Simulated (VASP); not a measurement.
# CdTe (I-4m2) in VASP: a series of runs

Runs on CdTe. Level: LDA. Tasks: single point.

Program: VASP 6.6.1. These are calculated values, not measurements. Logs are shortened: lines on timing, memory, paths and dates and some standing lists are left out, and cuts for length are marked.

### 1 The cell of the first run

The structure is tetragonal, space group I-4m2 (No. 119). Conventional cell: a = 4.777 Å, b = 4.777 Å, c = 6.234 Å, α = 90.00°, β = 90.00°, γ = 90.00°. Within 3.8 Å of Cd (site symmetry -4m2) lie 4 Te at 2.85 Å. Within 3.8 Å of Te (site symmetry -4m2) lie 4 Cd at 2.85 Å.

### 2 Single point, LDA (35.56 Å³/atom)

INCAR reads:

```
  PREC = Accurate
  ENCUT = 520
  EDIFF = 1E-7
  ISMEAR = 0
  SIGMA = 0.05
  LREAL = F
  LASPH = T
  NELM = 100
  ALGO = Normal
  ISIF = 2
  LWAVE = F
  LCHARG = T
  GGA = CA
  LELF = T
  LVHAR = T
  NBANDS = 16
```

KPOINTS reads:

```
Automatic mesh
0
Gamma
  8 8 8
```

POSCAR reads:

```
CdTe
1.0
    0.0000000000      3.1168030229      3.3775498731
    3.3775498731      0.0000000000      3.3775498731
    3.3775498731      3.1168030229      0.0000000000
Cd Te
1 1
Direct
    0.0000000000      0.0000000000      0.0000000000
    0.7500000000      0.7500000000      0.7500000000
```

Potentials or basis: VASP PAW LDA potentials, release 64 (Cd, Te).

Launch:

```sh
cat potpaw_LDA.64/Cd/POTCAR potpaw_LDA.64/Te/POTCAR > POTCAR
mpirun -np 1 vasp_std > vasp.out
```

OUTCAR:

```text
PREC = Accurate
   ENCUT = 520
   EDIFF = 1E-7
   ISMEAR = 0
   LREAL = F
   LASPH = T
   NELM = 100
   ISIF = 2
   GGA = CA

 ion  position               nearest neighbor table
   1  0.000  0.000  0.000-   2 2.85   2 2.85   2 2.85   2 2.85
   2  0.750  0.750  0.750-   1 2.85   1 2.85   1 2.85   1 2.85

  LATTYP: Found a body centered tetragonal cell.
 ALAT       =     4.7765768381
 C/A-ratio  =     1.3050362754

  Lattice vectors:

 A1 = (   0.0000000000,  -3.1168030229,   3.3775498731)
 A2 = (   0.0000000000,  -3.1168030229,  -3.3775498731)
 A3 = (   3.3775498731,   3.1168030229,   0.0000000000)

Analysis of symmetry for initial positions (statically):
=====================================================================
 Subroutine PRICEL returns:
 Original cell was already a primitive cell.

 Routine SETGRP: Setting up the symmetry group for a
 body centered tetragonal supercell.

 Subroutine GETGRP returns: Found  8 space group operations
 (whereof  8 operations were pure point group operations)
 out of a pool of 16 trial point group operations.

The static configuration has the point symmetry D_2d.

Analysis of symmetry for dynamics (positions and initial velocities):
=====================================================================
 Subroutine PRICEL returns:
 Original cell was already a primitive cell.

 Routine SETGRP: Setting up the symmetry group for a
 body centered tetragonal supercell.

 Subroutine GETGRP returns: Found  8 space group operations
 (whereof  8 operations were pure point group operations)
 out of a pool of 16 trial point group operations.

The dynamic configuration has the point symmetry D_2d.

 Subroutine INISYM returns: Found  8 space group operations
 (whereof  8 operations are pure point group operations),
 and found     1 'primitive' translations

----------------------------------------------------------------------------------------

                                     Primitive cell

  volume of cell :      71.1120

  direct lattice vectors                    reciprocal lattice vectors
     0.000000000  3.116803023  3.377549873    -0.148036304  0.160420789  0.148036304
     3.377549873  0.000000000  3.377549873     0.148036304 -0.160420789  0.148036304
     3.377549873  3.116803023  0.000000000     0.148036304  0.160420789 -0.148036304

  length of vectors
[... 81 lines left out ...]
   NELM   =    100;   NELMIN=  2; NELMDL= -5     # of ELM steps
   EDIFF  = 0.1E-06   stopping-criterion for ELM
   LREAL  =      F    real-space projection
   EDIFFG = 0.1E-05   stopping-criterion for IOM
   NSW    =      0    number of steps for IOM
   IBRION =     -1    ionic relax: 0-MD 1-quasi-New 2-CG
   NFREE  =      0    steps in history (QN), initial steepest desc. (CG)
   ISIF   =      2    stress and relaxation
   ISYM   =      2    0-nonsym 1-usesym 2-fastsym
   POTIM  = 0.5000    time-step for ionic-motion
   TEBEG  =    0.0;   TEEND  =   0.0 temperature during run
   PSTRESS=    0.0 pullay stress
   NELECT =      18.0000    total number of electrons
   NUPDOWN=      -1.0000    fix difference up-down
   EMIN   =  10.00;   EMAX   =-10.00  energy-range for DOS
   EFERMI =   0.00;   METHOD = LEGACY
   ISMEAR =     0;   SIGMA  =   0.05  broadening in eV -4-tet -1-fermi 0-gaus
   EFERMI_NEDOS =   21; number of points for ismear=-14 and -15
   IALGO  =     38    algorithm
   IMIX   =      4    mixing-type and parameters
     AMIX     =   0.40;   BMIX     =  1.00
     AMIX_MAG =   1.60;   BMIX_MAG =  1.00
  volume/ion in A,a.u.               =      35.56       239.94
  Fermi-wavevector in a.u.,A,eV,Ry     =   1.035582  1.956967 14.591311  1.072431
  Thomas-Fermi vector in A             =   2.169933
   LORBIT       =      0    0 simple, 1 ext, 2 COOP (PROOUT), +10 PAW based schemes
   GGA     = CA    functional components
   LHFCALC =     F    Hartree Fock is set to
   AEXX    =    0.0000 exact exchange contribution
   IVDW    =     0    specifies the selected vdW correction
   LEPSILON=     F    determine dielectric tensor
   LRPA    =     F    only Hartree local field effects (RPA)
 non-spin polarized calculation
 Gauss-broadening in eV      SIGMA  =   0.05
  energy-cutoff  :      520.00
  volume of cell :       71.11
 maximum number of plane-waves:      1935
 NGX is ok and might be reduce to    36
   NGX = 17   NGY = 17   NGZ = 17

 number of electron      18.0000003 magnetization

 Free energy of the ion-electron system (eV)
  ---------------------------------------------------
  ext. energy  EPLUGINS =         0.00000000
  ---------------------------------------------------
  free energy    TOTEN  =        -5.98760693 eV

  energy without entropy =       -5.98760679  energy(sigma->0) =       -5.98760686

 E-fermi :   2.0273     XC(G=0):  -8.7655

 val. band max:        1.8983870104   @ k =   0.0000   0.0000   0.0000
 cond. band min:       2.1561401641   @ k =   0.0000   0.0000   0.0000
 fundamental gap:      0.2577531537
 Fermi energy:         2.0272638371

 k-point     1 :       0.0000    0.0000    0.0000
  band No.  band energies     occupation
      1      -9.2311      2.00000
      2      -6.3859      2.00000
      3      -6.3859      2.00000
      4      -6.3708      2.00000
      5      -6.1584      2.00000
      6      -6.1456      2.00000
[... 433 lines left out ...]
      3      -6.3248      2.00000
      4      -6.1858      2.00000
      5      -6.1389      2.00000
      6      -5.9914      2.00000
[... 8 lines left out ...]
     15      10.9178      0.00000
     16      11.4996      0.00000

 [... further k-points ...]

------------------------ aborting loop because EDIFF is reached ----------------------------------------

  FORCE on cell =-STRESS in cart. coord.  units (eV):
  Direction    XX          YY          ZZ          XY          YZ          ZX
  --------------------------------------------------------------------------------------
  -------------------------------------------------------------------------------------
  Total       -1.4902012     -0.8491846     -1.4902012      0.0000000      0.0000000      0.0000000
  in kB      -33.5747357    -19.1324155    -33.5747357      0.0000000      0.0000000      0.0000000
  external PRESSURE =     -28.7606290 kB  Pullay stress =       0.0000000 kB

 VOLUME and BASIS-vectors are now :
 -----------------------------------------------------------------------------
  energy-cutoff  :      520.00
  volume of cell :       71.11
      direct lattice vectors                 reciprocal lattice vectors
     0.000000000  3.116803023  3.377549873    -0.148036304  0.160420789  0.148036304
     3.377549873  0.000000000  3.377549873     0.148036304 -0.160420789  0.148036304
     3.377549873  3.116803023  0.000000000     0.148036304  0.160420789 -0.148036304

 POSITION                                       TOTAL-FORCE (eV/Angst)
 -----------------------------------------------------------------------------------
      0.00000      0.00000      0.00000        -0.000000      0.000000     -0.000000
      5.06632      4.67520      5.06632         0.000000     -0.000000      0.000000
 -----------------------------------------------------------------------------------
    total drift:                               -0.000000      0.000000     -0.000000

  FREE ENERGIE OF THE ION-ELECTRON SYSTEM (eV)
  ---------------------------------------------------
  free  energy   TOTEN  =        -5.9876069346 eV

  energy  without entropy=       -5.9876067911  energy(sigma->0) =       -5.98760686
```

Wall time 1.7 min (1 thread of Intel Xeon 8259CL, shared host); peak memory 0.22 GiB.

What came out:

```yaml
Free_energy: -5.9876 eV
Pressure: -2.9 GPa
Band_gap_on_the_k_mesh: 0.26 eV
```

Stress tensor (GPa, compression positive):
```
-3.36  0.00  0.00
 0.00 -1.91  0.00
 0.00  0.00 -3.36
```

Caveat: spin-orbit coupling is left out, which moves the levels of the heavy elements.

### 3 Single point, LDA (32.04 Å³/atom)

This run uses another cell than the first one, of 32.04 Å³/atom.

INCAR reads:

```
SYSTEM = CdTe
PREC = Accurate ; ENCUT = 520
EDIFF = 1E-6 ; ISMEAR = 0
SIGMA = 0.05 ; LREAL = .False.
LASPH = .True. ; NELM = 100
ALGO = Normal ; ISIF = 2
LWAVE = .False. ; LCHARG = .False.
NBANDS = 16
```

KPOINTS reads:

```
Automatic mesh
0
Gamma
  8 8 8
  0 0 0
```

POSCAR reads:

```
CdTe
1.0
    0.0000000000      3.3511069611      3.0922828838
    3.0922828838      0.0000000000      3.0922828838
    3.0922828838      3.3511069611      0.0000000000
Cd Te
1 1
Direct
    0.0000000000      0.0000000000      0.0000000000
    0.7500000000      0.7500000000      0.7500000000
```

Potentials or basis: VASP PAW LDA potentials, release 64 (Cd, Te).

Launch:

```sh
cat potpaw_LDA.64/Cd/POTCAR potpaw_LDA.64/Te/POTCAR > POTCAR
mpirun -np 1 vasp_std > vasp.out
```

OUTCAR:

```text
SYSTEM = CdTe
   PREC = Accurate
   ENCUT = 520
   EDIFF = 1E-6
   ISMEAR = 0
   LREAL = .False.
   LASPH = .True.
   NELM = 100
   ISIF = 2

 ion  position               nearest neighbor table
   1  0.000  0.000  0.000-   2 2.75   2 2.75   2 2.75   2 2.75
   2  0.750  0.750  0.750-   1 2.75   1 2.75   1 2.75   1 2.75

  LATTYP: Found a body centered tetragonal cell.
 ALAT       =     4.3731483930
 C/A-ratio  =     1.5325832375

  Lattice vectors:

 A1 = (   0.0000000000,  -3.3511069611,   3.0922828838)
[... 644 lines left out ...]

  FORCE on cell =-STRESS in cart. coord.  units (eV):
  Direction    XX          YY          ZZ          XY          YZ          ZX
  --------------------------------------------------------------------------------------
  -------------------------------------------------------------------------------------
  Total        0.8074668      0.1487945      0.8074668      0.0000000      0.0000000      0.0000000
  in kB       20.1863832      3.7198090     20.1863832      0.0000000      0.0000000      0.0000000
  external PRESSURE =      14.6975252 kB  Pullay stress =       0.0000000 kB

 VOLUME and BASIS-vectors are now :
 -----------------------------------------------------------------------------
  energy-cutoff  :      520.00
  volume of cell :       64.09
      direct lattice vectors                 reciprocal lattice vectors
     0.000000000  3.351106961  3.092282884    -0.161692839  0.149204429  0.161692839
     3.092282884  0.000000000  3.092282884     0.161692839 -0.149204429  0.161692839
     3.092282884  3.351106961  0.000000000     0.161692839  0.149204429 -0.161692839

 POSITION                                       TOTAL-FORCE (eV/Angst)
 -----------------------------------------------------------------------------------
      0.00000      0.00000      0.00000         0.000000      0.000000      0.000000
      4.63842      5.02666      4.63842        -0.000000      0.000000     -0.000000
 -----------------------------------------------------------------------------------
    total drift:                               -0.000000      0.000000     -0.000000

  FREE ENERGIE OF THE ION-ELECTRON SYSTEM (eV)
  ---------------------------------------------------
  free  energy   TOTEN  =        -6.0243170493 eV

  energy  without entropy=       -6.0243170493  energy(sigma->0) =       -6.02431705
```

Wall time 62 s (1 thread of Intel Xeon Platinum 8559C (Emerald Rapids), shared host); peak memory 0.21 GiB.

Results:

```
Free energy            : -6.0243 eV
Pressure               : 1.5 GPa
Band gap on the k mesh : 0.61 eV
```

Caveat: spin-orbit coupling is left out, which moves the levels of the heavy elements.

### 4 Single point, LDA (32.92 Å³/atom)

This run uses another cell than the first one, of 32.92 Å³/atom.

INCAR reads:

```
PREC     = Accurate       # precision mode
ENCUT    = 520            # plane-wave cutoff, eV
EDIFF    = 1E-6           # SCF threshold, eV
ISMEAR   = 0              # smearing method
SIGMA    = 0.05           # smearing width, eV
LREAL    = False          # projectors in reciprocal space
LASPH    = True           # aspherical terms in the spheres
NELM     = 80             # most SCF steps
ALGO     = Normal         # electronic algorithm
ISIF     = 2              # what is computed and relaxed
LWAVE    = False          # write WAVECAR
LCHARG   = False          # write CHGCAR
GGA      = CA             # functional
NBANDS   = 16             # bands
```

KPOINTS reads:

```
Automatic mesh
0
Gamma
  8 8 8
```

POSCAR reads:

```
CdTe
1.0
    0.0000000000      3.4733783860      3.0786902907
    3.0786902907      0.0000000000      3.0786902907
    3.0786902907      3.4733783860      0.0000000000
Cd Te
1 1
Direct
    0.0000000000      0.0000000000      0.0000000000
    0.7500000000      0.7500000000      0.7500000000
```

Potentials or basis: VASP PAW LDA potentials, release 64 (Cd, Te).

Launch:

```sh
cat potpaw_LDA.64/Cd/POTCAR potpaw_LDA.64/Te/POTCAR > POTCAR
mpirun -np 1 vasp_std > vasp.out
```

OUTCAR:

```text
PREC = Accurate
   ENCUT = 520
   EDIFF = 1E-6
   ISMEAR = 0
   LREAL = False
   LASPH = True
   NELM = 80
   ISIF = 2
   GGA = CA

 ion  position               nearest neighbor table
   1  0.000  0.000  0.000-   2 2.78   2 2.78   2 2.78   2 2.78
   2  0.750  0.750  0.750-   1 2.78   1 2.78   1 2.78   1 2.78

  LATTYP: Found a body centered tetragonal cell.
 ALAT       =     4.3539255635
 C/A-ratio  =     1.5955157411

  Lattice vectors:

 A1 = (   0.0000000000,  -3.4733783860,   3.0786902907)
 A2 = (   0.0000000000,  -3.4733783860,  -3.0786902907)
 A3 = (   3.0786902907,   3.4733783860,   0.0000000000)

Analysis of symmetry for initial positions (statically):
=====================================================================
 Subroutine PRICEL returns:
 Original cell was already a primitive cell.

 Routine SETGRP: Setting up the symmetry group for a
 body centered tetragonal supercell.

 Subroutine GETGRP returns: Found  8 space group operations
 (whereof  8 operations were pure point group operations)
 out of a pool of 16 trial point group operations.

The static configuration has the point symmetry D_2d.

[... 161 lines left out ...]
 E-fermi :   2.8525     XC(G=0):  -9.1003

 val. band max:        2.6160834505   @ k =   0.0000   0.0000   0.0000
 cond. band min:       3.0456100447   @ k =   0.0000   0.0000   0.0000
 fundamental gap:      0.4295265942
 Fermi energy:         2.8524579336

 k-point     1 :       0.0000    0.0000    0.0000
  band No.  band energies     occupation
      1      -8.9494      2.00000
      2      -5.9587      2.00000
      3      -5.9248      2.00000
      4      -5.9248      2.00000
      5      -5.6702      2.00000
      6      -5.6440      2.00000
[... 433 lines left out ...]
      3      -5.8481      2.00000
      4      -5.6737      2.00000
      5      -5.6466      2.00000
      6      -5.5547      2.00000
[... 8 lines left out ...]
     15      11.5817      0.00000
     16      12.2034      0.00000

 [... further k-points ...]

------------------------ aborting loop because EDIFF is reached ----------------------------------------

  FORCE on cell =-STRESS in cart. coord.  units (eV):
  Direction    XX          YY          ZZ          XY          YZ          ZX
  --------------------------------------------------------------------------------------
  -------------------------------------------------------------------------------------
  Total        0.3767816     -0.7682778      0.3767816      0.0000000      0.0000000      0.0000000
  in kB        9.1682432    -18.6945405      9.1682432      0.0000000      0.0000000      0.0000000
  external PRESSURE =      -0.1193513 kB  Pullay stress =       0.0000000 kB

 VOLUME and BASIS-vectors are now :
 -----------------------------------------------------------------------------
  energy-cutoff  :      520.00
  volume of cell :       65.84
      direct lattice vectors                 reciprocal lattice vectors
     0.000000000  3.473378386  3.078690291    -0.162406723  0.143952068  0.162406723
     3.078690291  0.000000000  3.078690291     0.162406723 -0.143952068  0.162406723
     3.078690291  3.473378386  0.000000000     0.162406723  0.143952068 -0.162406723

 POSITION                                       TOTAL-FORCE (eV/Angst)
 -----------------------------------------------------------------------------------
      0.00000      0.00000      0.00000        -0.000000     -0.000000     -0.000000
      4.61804      5.21007      4.61804         0.000000      0.000000      0.000000
 -----------------------------------------------------------------------------------
    total drift:                                0.000001     -0.000000      0.000001

  FREE ENERGIE OF THE ION-ELECTRON SYSTEM (eV)
  ---------------------------------------------------
  free  energy   TOTEN  =        -6.0082538953 eV

  energy  without entropy=       -6.0082538953  energy(sigma->0) =       -6.00825390
```

OSZICAR:

```text
N       E                     dE             d eps       ncg     rms          rms(c)
DAV:   1     0.100687340265E+03    0.10069E+03   -0.84066E+03  1904   0.985E+02
DAV:   2    -0.261230699922E+01   -0.10330E+03   -0.97871E+02  2256   0.237E+02
DAV:   3    -0.622451150007E+01   -0.36122E+01   -0.36065E+01  2240   0.462E+01
DAV:   4    -0.625848573650E+01   -0.33974E-01   -0.33973E-01  2904   0.399E+00
DAV:   5    -0.625857283271E+01   -0.87096E-04   -0.87096E-04  2440   0.181E-01    0.599E+00
DAV:   6    -0.603331009015E+01    0.22526E+00   -0.37863E-01  2352   0.783E+00    0.481E+00
DAV:   7    -0.601049587339E+01    0.22814E-01   -0.94385E-02  2352   0.208E+00    0.177E+00
DAV:   8    -0.600852936660E+01    0.19665E-02   -0.10695E-02  2152   0.123E+00    0.416E-01
DAV:   9    -0.600826141921E+01    0.26795E-03   -0.84483E-04  2496   0.328E-01    0.107E-01
DAV:  10    -0.600825164166E+01    0.97776E-05   -0.91395E-05  2272   0.886E-02    0.516E-02
DAV:  11    -0.600825476861E+01   -0.31270E-05   -0.22467E-05  2472   0.440E-02    0.311E-02
DAV:  12    -0.600825389531E+01    0.87330E-06   -0.19286E-06  2024   0.134E-02
   1 F= -.60082539E+01 E0= -.60082539E+01  d E =-.182232E-10
```

stdout:

```text
POSCAR found type information on POSCAR CdTe
 POSCAR found :  2 types and       2 ions
 scaLAPACK will be used
 LDA part: xc-table for (Slater(with rela. corr.)+CA(PZ))
 , standard interpolation
 POSCAR, INCAR and KPOINTS ok, starting setup
 FFT: planning ... GRIDC
 FFT: planning ... GRID_SOFT
 FFT: planning ... GRID
 WAVECAR not read
 entering main loop
```

It took 36 s on 1 thread of Intel Xeon Platinum 8559C (Emerald Rapids), shared host; peak memory 0.21 GiB.

Results:

```yaml
Free_energy: -6.0083 eV
Pressure: 0.0 GPa
Band_gap_on_the_k_mesh: 0.43 eV
```

Stress tensor (GPa, compression positive):
```
 0.92  0.00  0.00
 0.00 -1.87  0.00
 0.00  0.00  0.92
```

Levels at points of the mesh, in eV from the valence-band top:
```csv
k point,band 5,band 6,band 7,band 8,band 9,band 10,band 11,band 12,band 13,band 14
"(0.00, 0.00, 0.00)",-8.29,-8.26,-0.52,0.00,0.00,0.43,4.39,4.39,4.43,7.08
"(0.50, 0.00, 0.00)",-8.26,-7.91,-4.81,-1.31,-0.64,1.39,4.77,5.33,6.82,8.26
"(0.50, 0.50, 0.00)",-8.25,-7.70,-4.45,-2.39,-2.20,2.07,2.10,8.21,8.73,8.81
"(0.50, 0.00, 0.50)",-8.24,-7.91,-5.07,-1.76,-1.76,2.60,3.01,8.00,8.97,8.97
```

Caveat: spin-orbit coupling is left out, which moves the levels of the heavy elements. A hybrid or GW would open this gap; LDA tends to underestimate it.

### 5 Summary

| cell | gap on the mesh (eV) | pressure (GPa) |
| --- | --- | --- |
| a = 4.596, b = 4.777 Å, angles 58.7, 62.6, 58.7°, 2 atoms | 0.26 | -2.9 |
| a = 4.560, b = 4.373 Å, angles 61.3, 57.3, 61.3°, 2 atoms | 0.61 | 1.5 |
| a = 4.641, b = 4.354 Å, angles 62.0, 55.9, 62.0°, 2 atoms | 0.43 | 0.0 |

Alike in all rows: task single point; level LDA; potentials or basis VASP PAW LDA potentials, release 64 (Cd, Te); no spin polarisation; k mesh 8 × 8 × 8; cutoff (eV) 520; smearing gaussian 0.05 eV.

Caveats: spin-orbit coupling is left out, which moves the levels of the heavy elements.

Total energies depend on the potentials used, so only differences within one code and one set of settings carry meaning.
